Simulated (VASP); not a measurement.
Wanted: the native input for a VASP 6.6.1 run.

- Task: single point
- Functional: PBE
- Potentials or basis: VASP PAW PBE potentials, release 64 (Sr_sv, Cl)
- Cutoff: 520 eV
- k mesh: 6 × 6 × 6
- Occupations: gaussian, width 0.01 eV
- Spin: no spin polarisation
- Dipole correction: no
- Further INCAR settings: ALGO = Normal; EDIFF = 1e-07; NBANDS = 19

The structure of SrCl2 lies in POSCAR:

```
SrCl2
1.0
    0.0000000000      3.5204797960      3.5204797960
    3.5204797960      0.0000000000      3.5204797960
    3.5204797960      3.5204797960      0.0000000000
Sr Cl
1 2
Direct
    0.0000000000      0.0000000000      0.0000000000
    0.2500000000      0.2500000000      0.2500000000
    0.7500000000      0.7500000000      0.7500000000
```

The input as run:

INCAR

```
SYSTEM = SrCl2
PREC = Accurate
ENCUT = 520
EDIFF = 1E-7
ISMEAR = 0
SIGMA = 0.01
LREAL = .False.
LASPH = .True.
NELM = 80
ALGO = Normal
ISIF = 2
LWAVE = .False.
LCHARG = .False.
GGA = PE
NBANDS = 19
```

KPOINTS

```
Automatic mesh
0
Gamma
  6 6 6
  0 0 0
```

Potentials or basis: VASP PAW PBE potentials, release 64 (Sr_sv, Cl).

The run is started by

```console
$ cat potpaw_PBE.64/Sr_sv/POTCAR potpaw_PBE.64/Cl/POTCAR > POTCAR
$ mpirun -np 1 vasp_std > vasp.out
```

Results of the run:

```json
{"Pressure": "0.1 GPa", "Band gap on the k mesh": "5.23 eV, indirect (least direct gap 5.52 eV)"}
```

It took 27 s on 1 thread of AMD EPYC 7R13 Processor (Zen 3), on a shared host, peak memory 0.21 GiB.
